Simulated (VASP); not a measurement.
# Li12Cl3O4 (a cell with a defect) in VASP: a series of runs

Runs on Li12Cl3O4 (a cell with a defect). Level: PBEsol. Tasks: relaxation of the atoms, single point.

All numbers are computed with VASP 6.6.1; they aren't measurements. Logs are shortened: lines on timing, memory, paths and dates and some standing lists are left out, and cuts for length are marked.

## Step 1: The cell of the first run

The cell holds a defect, 19 atoms: a = 6.650 Å, b = 6.650 Å, c = 6.650 Å, α = 109.47°, β = 109.47°, γ = 109.47°.

## Step 2: Relaxation of the atoms, PBEsol (atoms taken out)

The input, INCAR:

```
ALGO     = Normal         # electronic algorithm
EDIFF    = 1E-7           # SCF threshold, eV
EDIFFG   = -0.02          # ionic threshold
ENCUT    = 520            # plane-wave cutoff, eV
GGA      = PS             # functional
IBRION   = 2              # ionic algorithm
ISIF     = 2              # what is computed and relaxed
ISMEAR   = 0              # smearing method
LASPH    = True           # aspherical terms in the spheres
LCHARG   = False          # write CHGCAR
LREAL    = Auto         
LWAVE    = False          # write WAVECAR
NELECT   = 80.0         
NELM     = 60             # most SCF steps
NSW      = 70             # ionic steps
PREC     = Accurate       # precision mode
SIGMA    = 0.05           # smearing width, eV
```

The input, KPOINTS:

```
k-points
0
Gamma
  4 4 4
```

The input, POSCAR:

```
Li12Cl3O4
1.0
   -3.8395493761      3.8395493761      3.8395493761
    3.8395493761     -3.8395493761      3.8395493761
    3.8395493761      3.8395493761     -3.8395493761
Li Cl O
12 3 4
Direct
    0.5000000000      0.7500000000      0.7500000000
    0.0000000000      0.2500000000      0.7500000000
    0.0000000000      0.7500000000      0.2500000000
    0.5000000000      0.2500000000      0.2500000000
    0.7500000000      0.5000000000      0.7500000000
    0.2500000000      0.0000000000      0.7500000000
    0.2500000000      0.5000000000      0.2500000000
    0.7500000000      0.0000000000      0.2500000000
    0.7500000000      0.7500000000      0.5000000000
    0.2500000000      0.2500000000      0.5000000000
    0.2500000000      0.7500000000      0.0000000000
    0.7500000000      0.2500000000      0.0000000000
    0.0000000000      0.5000000000      0.5000000000
    0.0000000000      0.0000000000      0.0000000000
    0.5000000000      0.5000000000      0.0000000000
    0.5000000000      0.5000000000      0.5000000000
    0.0000000000      0.0000000000      0.5000000000
    0.0000000000      0.5000000000      0.0000000000
    0.5000000000      0.0000000000      0.0000000000
```

Potentials or basis: VASP PAW PBE potentials, release 64 (Li_sv, Cl, O).

The run is started by

```console
$ cat potpaw_PBE.64/Li_sv/POTCAR potpaw_PBE.64/Cl/POTCAR potpaw_PBE.64/O/POTCAR > POTCAR
$ mpirun -np 1 vasp_std > vasp.out
```

OUTCAR:

```text
EDIFF = 1E-7
   EDIFFG = -0.02
   ENCUT = 520
   GGA = PS
   IBRION = 2
   ISIF = 2
   ISMEAR = 0
   LASPH = True
   LREAL = Auto
   NELECT = 80.0
   NELM = 60
   NSW = 70
   PREC = Accurate

 ion  position               nearest neighbor table
   1  0.500  0.750  0.750-  16 1.92  19 1.92
   2  0.000  0.250  0.750-  17 1.92  18 1.92
   3  0.000  0.750  0.250-  17 1.92  18 1.92
   4  0.500  0.250  0.250-  16 1.92  19 1.92
   5  0.750  0.500  0.750-  16 1.92  18 1.92
   6  0.250  0.000  0.750-  17 1.92  19 1.92
   7  0.250  0.500  0.250-  16 1.92  18 1.92
   8  0.750  0.000  0.250-  17 1.92  19 1.92
   9  0.750  0.750  0.500-  16 1.92  17 1.92
  10  0.250  0.250  0.500-  16 1.92  17 1.92
  11  0.250  0.750  0.000-  18 1.92  19 1.92
  12  0.750  0.250  0.000-  18 1.92  19 1.92
  13  0.000  0.500  0.500-
  14  0.000  0.000  0.000-
  15  0.500  0.500  0.000-
  16  0.500  0.500  0.500-   1 1.92   4 1.92   5 1.92   7 1.92   9 1.92  10 1.92
  17  0.000  0.000  0.500-   2 1.92   3 1.92   6 1.92   8 1.92   9 1.92  10 1.92
  18  0.000  0.500  0.000-   2 1.92   3 1.92   5 1.92   7 1.92  11 1.92  12 1.92
  19  0.500  0.000  0.000-   1 1.92   4 1.92   6 1.92   8 1.92  11 1.92  12 1.92

  LATTYP: Found a body centered cubic cell.
 ALAT       =     7.6790987522

  Lattice vectors:

 A1 = (  -3.8395493761,   3.8395493761,   3.8395493761)
 A2 = (   3.8395493761,  -3.8395493761,   3.8395493761)
 A3 = (   3.8395493761,   3.8395493761,  -3.8395493761)

Analysis of symmetry for initial positions (statically):
=====================================================================
 Subroutine PRICEL returns:
 Original cell was already a primitive cell.

 Routine SETGRP: Setting up the symmetry group for a
 body centered cubic supercell.

 Subroutine GETGRP returns: Found 48 space group operations
 (whereof 16 operations were pure point group operations)
 out of a pool of 48 trial point group operations.

The static configuration has the point symmetry D_4h.
 The point group associated with its full space group is O_h .

Analysis of symmetry for dynamics (positions and initial velocities):
=====================================================================
 Subroutine PRICEL returns:
 Original cell was already a primitive cell.

 Routine SETGRP: Setting up the symmetry group for a
 body centered cubic supercell.

 Subroutine GETGRP returns: Found 48 space group operations
 (whereof 16 operations were pure point group operations)
 out of a pool of 48 trial point group operations.

The dynamic configuration has the point symmetry D_4h.
 The point group associated with its full space group is O_h .

 Subroutine INISYM returns: Found 48 space group operations
 (whereof 16 operations are pure point group operations),
 and found     1 'primitive' translations

----------------------------------------------------------------------------------------

                                     Primitive cell

  volume of cell :     226.4127

  direct lattice vectors                    reciprocal lattice vectors
    -3.839549376  3.839549376  3.839549376     0.000000000  0.130223615  0.130223615
     3.839549376 -3.839549376  3.839549376     0.130223615  0.000000000  0.130223615
     3.839549376  3.839549376 -3.839549376     0.130223615  0.130223615  0.000000000

  length of vectors
     6.650294598  6.650294598  6.650294598     0.184164003  0.184164003  0.184164003

  position of ions in fractional coordinates (direct lattice)
     0.500000000  0.750000000  0.750000000
     0.000000000  0.250000000  0.750000000
     0.000000000  0.750000000  0.250000000
     0.500000000  0.250000000  0.250000000
     0.750000000  0.500000000  0.750000000
     0.250000000  0.000000000  0.750000000
[... 11 lines left out ...]
     0.000000000  0.500000000  0.000000000
     0.500000000  0.000000000  0.000000000

  ion indices of the primitive-cell ions
   primitive index   ion index
                 1           1
                 2           2
                 3           3
                 4           4
                 5           5
                 6           6
[... 11 lines left out ...]
                18          18
                19          19

----------------------------------------------------------------------------------------

 KPOINTS: k-points

Automatic generation of k-mesh.
 Grid dimensions read from file:
 generate k-points for:    4    4    4

 Generating k-lattice:

  Cartesian coordinates                     Fractional coordinates (reciprocal lattice)
     0.000000000  0.032555904  0.032555904     0.250000000  0.000000000  0.000000000
     0.032555904  0.000000000  0.032555904     0.000000000  0.250000000  0.000000000
     0.032555904  0.032555904  0.000000000     0.000000000  0.000000000  0.250000000

  Length of vectors
     0.046041001  0.046041001  0.046041001

  Shift w.r.t. Gamma in fractional coordinates (k-lattice)
     0.000000000  0.000000000  0.000000000

 Subroutine IBZKPT returns following result:
 ===========================================

 Found      8 irreducible k-points:

 Following reciprocal coordinates:
            Coordinates               Weight
  0.000000  0.000000  0.000000      1.000000
  0.250000  0.000000  0.000000     12.000000
  0.500000  0.000000  0.000000      6.000000
  0.250000  0.250000  0.000000     24.000000
  0.250000  0.250000  0.250000      2.000000
 -0.250000  0.250000  0.250000      6.000000
  0.500000  0.500000  0.250000     12.000000
  0.500000  0.500000  0.500000      1.000000
   k-points           NKPTS =      8   k-points in BZ     NKDIM =      8   number of bands    NBANDS=     50
   number of dos      NEDOS =    301   number of ions     NIONS =     19
   total plane-waves  NPLWV = 125000
   dimension x,y,z NGX =    50 NGY =   50 NGZ =   50
   dimension x,y,z NGXF=   100 NGYF=  100 NGZF=  100
   ions per type =              12   3   4
   NGX,Y,Z   is equivalent  to a cutoff of  12.50, 12.50, 12.50 a.u.
   NGXF,Y,Z  is equivalent  to a cutoff of  25.00, 25.00, 25.00 a.u.
 SYSTEM =  unknown system
   PREC   = accura    normal or accurate (medium, high low for compatibility)
   ISTART =      0    job   : 0-new  1-cont  2-samecut
   ICHARG =      2    charge: 1-file 2-atom 10-const
   ISPIN  =      1    spin polarized calculation?
   LNONCOLLINEAR =      F non collinear calculations
   LSORBIT =      F    spin-orbit coupling
   LASPH  =      T    aspherical Exc in radial PAW
   ENCUT  =  520.0 eV  38.22 Ry    6.18 a.u.  12.37 12.37 12.37*2*pi/ulx,y,z
   NELM   =     60;   NELMIN=  2; NELMDL= -5     # of ELM steps
   EDIFF  = 0.1E-06   stopping-criterion for ELM
   LREAL  =      T    real-space projection
   EDIFFG = -.2E-01   stopping-criterion for IOM
   NSW    =     70    number of steps for IOM
   IBRION =      2    ionic relax: 0-MD 1-quasi-New 2-CG
   NFREE  =      1    steps in history (QN), initial steepest desc. (CG)
   ISIF   =      2    stress and relaxation
   ISYM   =      2    0-nonsym 1-usesym 2-fastsym
   POTIM  = 0.5000    time-step for ionic-motion
   TEBEG  =    0.0;   TEEND  =   0.0 temperature during run
   PSTRESS=    0.0 pullay stress
   NELECT =      80.0000    total number of electrons
   NUPDOWN=      -1.0000    fix difference up-down
   EMIN   =  10.00;   EMAX   =-10.00  energy-range for DOS
   EFERMI =   0.00;   METHOD = LEGACY
   ISMEAR =     0;   SIGMA  =   0.05  broadening in eV -4-tet -1-fermi 0-gaus
   EFERMI_NEDOS =   21; number of points for ismear=-14 and -15
   IALGO  =     38    algorithm
   IMIX   =      4    mixing-type and parameters
     AMIX     =   0.40;   BMIX     =  1.00
     AMIX_MAG =   1.60;   BMIX_MAG =  1.00
  volume/ion in A,a.u.               =      11.92        80.42
  Fermi-wavevector in a.u.,A,eV,Ry     =   1.157367  2.187107 18.224994  1.339499
  Thomas-Fermi vector in A             =   2.293979
   LORBIT       =      0    0 simple, 1 ext, 2 COOP (PROOUT), +10 PAW based schemes
   GGA     = PS    functional components
   LHFCALC =     F    Hartree Fock is set to
   AEXX    =    0.0000 exact exchange contribution
   IVDW    =     0    specifies the selected vdW correction
   LEPSILON=     F    determine dielectric tensor
   LRPA    =     F    only Hartree local field effects (RPA)
 conjugate gradient relaxation of ions
 non-spin polarized calculation
 Gauss-broadening in eV      SIGMA  =   0.05
  energy-cutoff  :      520.00
  volume of cell :      226.41
 maximum number of plane-waves:      6108
 NGX is ok and might be reduce to    50
   NGX = 25   NGY = 25   NGZ = 25

--------------------------------------- Ionic step        1  -------------------------------------------

 number of electron      80.0000057 magnetization

 Free energy of the ion-electron system (eV)
  ---------------------------------------------------
  ext. energy  EPLUGINS =         0.00000000
  ---------------------------------------------------
  free energy    TOTEN  =       -86.73858995 eV

  energy without entropy =      -86.73858995  energy(sigma->0) =      -86.73858995

------------------------ aborting loop because EDIFF is reached ----------------------------------------

  FORCE on cell =-STRESS in cart. coord.  units (eV):
  Direction    XX          YY          ZZ          XY          YZ          ZX
  --------------------------------------------------------------------------------------
  -------------------------------------------------------------------------------------
  Total       -6.7953830     -6.7953830     -6.7953830      0.0000000      0.0000000     -0.0000000
  in kB      -48.0865655    -48.0865655    -48.0865655      0.0000000      0.0000000     -0.0000000
  external PRESSURE =     -48.0865655 kB  Pullay stress =       0.0000000 kB
[... 144 lines left out ...]
  energy  without entropy=      -87.1168733841  energy(sigma->0) =      -87.11687338

--------------------------------------- Ionic step        4  -------------------------------------------

 number of electron      80.0000053 magnetization

 Free energy of the ion-electron system (eV)
  ---------------------------------------------------
  ext. energy  EPLUGINS =         0.00000000
  ---------------------------------------------------
  free energy    TOTEN  =       -87.12092891 eV

  energy without entropy =      -87.12092891  energy(sigma->0) =      -87.12092891

 E-fermi :   1.6075     XC(G=0):  -8.8000

 val. band max:        1.2853672690   @ k =   0.0000   0.0000   0.0000
 cond. band min:       3.7982449869   @ k =   0.0000   0.0000   0.0000
 fundamental gap:      2.5128777178
 Fermi energy:         1.6075139059

 k-point     1 :       0.0000    0.0000    0.0000
  band No.  band energies     occupation
      1     -41.3643      2.00000
      2     -41.3126      2.00000
      3     -41.3126      2.00000
      4     -41.3126      2.00000
      5     -41.3039      2.00000
      6     -41.3039      2.00000
[... 459 lines left out ...]
  FREE ENERGIE OF THE ION-ELECTRON SYSTEM (eV)
  ---------------------------------------------------
  free  energy   TOTEN  =       -87.1209289094 eV

  energy  without entropy=      -87.1209289094  energy(sigma->0) =      -87.12092891

 reached required accuracy - stopping structural energy minimisation
```

Run time: 23 min. Hardware: 1 thread of Intel Xeon 8259CL, shared host; peak memory 0.39 GiB.

Results:

```yaml
Free_energy: -87.1209 eV
Energy_gained_by_relaxing: 20.1 meV/atom
Ionic_steps: 4
```

Forces in eV/Å, atoms in the order of the input:
```
Li   0.000  0.002 -0.002
Li   0.000  0.002  0.002
Li   0.000 -0.002 -0.002
Li   0.000 -0.002  0.002
Li   0.002  0.000  0.002
Li   0.002  0.000 -0.002
Li  -0.002  0.000 -0.002
Li  -0.002  0.000  0.002
Li  -0.002  0.002  0.000
Li   0.002 -0.002  0.000
Li  -0.002 -0.002  0.000
Li   0.002  0.002  0.000
Cl   0.000  0.000  0.000
Cl   0.000  0.000  0.000
Cl   0.000  0.000  0.000
O    0.000  0.000  0.000
O    0.000  0.000  0.000
O    0.000  0.000  0.000
O    0.000  0.000  0.000
```

The path:
| step | energy change (eV) | largest force (eV/Å) | pressure (GPa) |
| --- | --- | --- | --- |
| 1 | 0.0000 | 0.6233 | -4.81 |
| 2 | -0.1917 | 0.4366 | -4.75 |
| 3 | -0.3783 | 0.0626 | -4.64 |
| 4 | -0.3823 | 0.0025 | -4.65 |

Final structure:
```
CELL_PARAMETERS angstrom
-3.83955 3.83955 3.83955
3.83955 -3.83955 3.83955
3.83955 3.83955 -3.83955
ATOMIC_POSITIONS crystal
Li 0.50000 0.74051 0.75949
Li 0.01899 0.25949 0.75949
Li 0.98101 0.74051 0.24051
Li 0.50000 0.25949 0.24051
Li 0.75949 0.51899 0.75949
Li 0.24051 0.00000 0.75949
Li 0.24051 0.48101 0.24051
Li 0.75949 0.00000 0.24051
Li 0.75949 0.74051 0.50000
Li 0.24051 0.25949 0.50000
Li 0.24051 0.74051 0.98101
Li 0.75949 0.25949 0.01899
Cl 0.00000 0.50000 0.50000
Cl 0.00000 0.00000 0.00000
Cl 0.50000 0.50000 0.00000
O 0.50000 0.50000 0.50000
O 0.00000 0.00000 0.50000
O 0.00000 0.50000 0.00000
O 0.50000 0.00000 0.00000
```

Levels at points of the mesh, in eV from the Fermi level:
```csv
k point,band 36,band 37,band 38,band 39,band 40,band 41,band 42,band 43,band 44,band 45
"(0.00, 0.00, 0.00)",-0.54,-0.54,-0.32,-0.32,-0.32,2.19,4.73,4.73,4.79,6.91
"(0.50, 0.00, 0.00)",-0.87,-0.81,-0.62,-0.60,-0.59,3.48,4.96,5.48,5.72,6.45
"(0.50, 0.50, 0.50)",-1.28,-1.28,-1.03,-1.03,-1.03,4.09,5.77,6.11,6.11,6.11
```

Caveat: the cell carries a net charge on a neutralising background, which shifts energy and pressure; the cell differs from its parent crystal (atoms taken out); the cell is charged against a uniform background, so pressure and absolute levels hang on convention; the cutoff is under 1.25 times the usual one of these potentials, so pressure, stress and relaxed cells hold a basis-set (Pulay) error; the PAW data sets were made with another functional, which shifts forces and pressure a little.

## Step 3: Single point, PBEsol (atoms taken out, then relaxed in part)

The input, INCAR:

```
SYSTEM = Li12Cl3O4
PREC = Accurate ; ENCUT = 520
EDIFF = 1E-7 ; ISMEAR = 0
SIGMA = 0.05 ; LREAL = Auto
LASPH = .True. ; NELM = 80
ALGO = Normal ; ISIF = 2
LWAVE = .False. ; LCHARG = .True.
GGA = PS ; LELF = .True.
LVHAR = .True. ; NELECT = 80.0
NBANDS = 56
```

The input, KPOINTS:

```
Automatic mesh
0
Gamma
  4 4 4
  0 0 0
```

The input, POSCAR:

```
Li12Cl3O4
1.0
   -3.8395493761      3.8395493761      3.8395493761
    3.8395493761     -3.8395493761      3.8395493761
    3.8395493761      3.8395493761     -3.8395493761
Li Cl O
12 3 4
Direct
    0.5000000000      0.7401085786      0.7598914214
    0.0197828427      0.2598914214      0.7598914214
   -0.0197828427      0.7401085786      0.2401085786
    0.5000000000      0.2598914214      0.2401085786
    0.7598914214      0.5197828427      0.7598914214
    0.2401085786      0.0000000000      0.7598914214
    0.2401085786      0.4802171573      0.2401085786
    0.7598914214      0.0000000000      0.2401085786
    0.7598914214      0.7401085786      0.5000000000
    0.2401085786      0.2598914214      0.5000000000
    0.2401085786      0.7401085786     -0.0197828427
    0.7598914214      0.2598914214      0.0197828427
    0.0000000000      0.5000000000      0.5000000000
    0.0000000000      0.0000000000      0.0000000000
    0.5000000000      0.5000000000      0.0000000000
    0.5000000000      0.5000000000      0.5000000000
    0.0000000000      0.0000000000      0.5000000000
    0.0000000000      0.5000000000      0.0000000000
    0.5000000000      0.0000000000      0.0000000000
```

Potentials or basis: VASP PAW PBE potentials, release 64 (Li_sv, Cl, O).

The run is started by

```console
$ cat potpaw_PBE.64/Li_sv/POTCAR potpaw_PBE.64/Cl/POTCAR potpaw_PBE.64/O/POTCAR > POTCAR
$ mpirun -np 1 vasp_std > vasp.out
```

Wall time 2.6 min (1 thread of Oxide Virtual Turin-like, shared host); peak memory 0.35 GiB.

The run converged. Its results:

* Free energy: -87.1205 eV
* Largest force: 0.020 eV/Å

Forces in eV/Å, atoms in the order of the input:
```
Li   0.000 -0.014  0.014
Li   0.000 -0.014 -0.014
Li   0.000  0.014  0.014
Li   0.000  0.014 -0.014
Li  -0.014  0.000 -0.014
Li  -0.014  0.000  0.014
Li   0.014  0.000  0.014
Li   0.014  0.000 -0.014
Li   0.014 -0.014  0.000
Li  -0.014  0.014  0.000
Li   0.014  0.014  0.000
Li  -0.014 -0.014  0.000
Cl   0.000  0.000  0.000
Cl   0.000  0.000  0.000
Cl   0.000  0.000  0.000
O    0.000  0.000  0.000
O    0.000  0.000  0.000
O    0.000  0.000  0.000
O    0.000  0.000  0.000
```

Levels at points of the mesh, in eV from the Fermi level:
```csv
k point,band 37,band 38,band 39,band 40,band 41,band 42,band 43,band 44
"(0.00, 0.00, 0.00)",-0.49,-0.28,-0.28,-0.28,2.27,4.76,4.76,4.83
"(0.50, 0.00, 0.00)",-0.77,-0.57,-0.56,-0.54,3.55,5.02,5.51,5.78
"(0.50, 0.50, 0.50)",-1.23,-0.99,-0.99,-0.99,4.17,5.78,6.17,6.17
```

Caveat: the cell carries a net charge on a neutralising background, which shifts energy and pressure; the cell differs from its parent crystal (atoms taken out, then relaxed in part); the cell is charged against a uniform background, so pressure and absolute levels hang on convention; the cutoff is under 1.25 times the usual one of these potentials, so pressure, stress and relaxed cells hold a basis-set (Pulay) error; the PAW data sets were made with another functional, which shifts forces and pressure a little.
